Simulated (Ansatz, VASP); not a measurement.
## Two plane-wave programs on ZnO

```
CELL_PARAMETERS angstrom
3.38661 0.00000 0.00000
-1.69330 2.93289 0.00000
0.00000 0.00000 7.13044
ATOMIC_POSITIONS crystal
Zn 0.00000 0.00000 0.75000
Zn 0.00000 0.00000 0.25000
O 0.33333 0.66667 0.25000
O 0.66667 0.33333 0.75000
```

Change from the starting cell: strain +0.030 along x and y, +0.000 along z, atoms carried along.

Alike in both runs: task single point; functional LDA; k mesh 9 × 9 × 4; occupations gaussian, width 0.05 eV; no spin polarisation.

|  | VASP | Ansatz |
| --- | --- | --- |
| version | VASP 6.6.1 | Ansatz 0.2.0 |
| potentials or method | VASP PAW LDA potentials, release 64 (Zn, O), cutoff 520 eV | scalar-relativistic, plane waves, PAW |
| valence electrons in the cell | 36 | 36 |

|  | VASP | Ansatz | Ansatz less VASP |
| --- | --- | --- | --- |
| gap on the k mesh at the Fermi level (eV) | 0.69 | 0.68 | -0.010 |
| least direct gap on the mesh (eV) | 0.69 | 0.68 | -0.010 |
| pressure (GPa) | -13.3 | -13.9 | -0.54 |
| traceless stress, the component that is largest in VASP (GPa) | 11.52 | 12.12 | +0.600 |

LDA's correlation is that of Perdew and Zunger in VASP and of Perdew and Wang (1992) in Ansatz.
